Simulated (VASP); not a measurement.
A run of VASP 6.6.1 is set up as follows.

The input INCAR:

```
  ALGO = Normal
  EDIFF = 1E-6
  ENCUT = 520
  GGA = PE
  ISIF = 2
  ISMEAR = -1
  LASPH = T
  LCHARG = F
  LREAL = F
  LWAVE = F
  NBANDS = 24
  NELM = 60
  PREC = Accurate
  SIGMA = 0.02
```

File KPOINTS:

```
k-points
0
Gamma
  12 12 4
```

File POSCAR:

```
CaO
1.0
    3.1386680946      0.0000000000      0.0000000000
   -1.5693340473      2.7181663040      0.0000000000
    0.0000000000      0.0000000000      5.9008107200
Ca O
2 2
Direct
    0.0000000000      0.0000000000      0.0000000000
    0.0000000000      0.0000000000      0.5000000000
    0.3333333333      0.6666666667      0.2500000000
    0.6666666667      0.3333333333      0.7500000000
```

Potentials or basis: VASP PAW PBE potentials, release 64 (Ca_sv, O).

Run with:

```console
$ cat potpaw_PBE.64/Ca_sv/POTCAR potpaw_PBE.64/O/POTCAR > POTCAR
$ mpirun -np 1 vasp_std > vasp.out
```

Question: What does it give for the pressure?

Answer: 16.2 GPa.

Question: Estimate the band gap on the k mesh.

Answer: 3.53 eV.

Stress tensor (GPa, compression positive):
```
22.10  0.00  0.00
 0.00 22.10  0.00
 0.00  0.00  4.36
```

Caveat: the cell differs from its parent crystal (epitaxial xy strain -5.5%); the stress differs along the axes, from 4 to 22 GPa. A k mesh can miss the band edges.
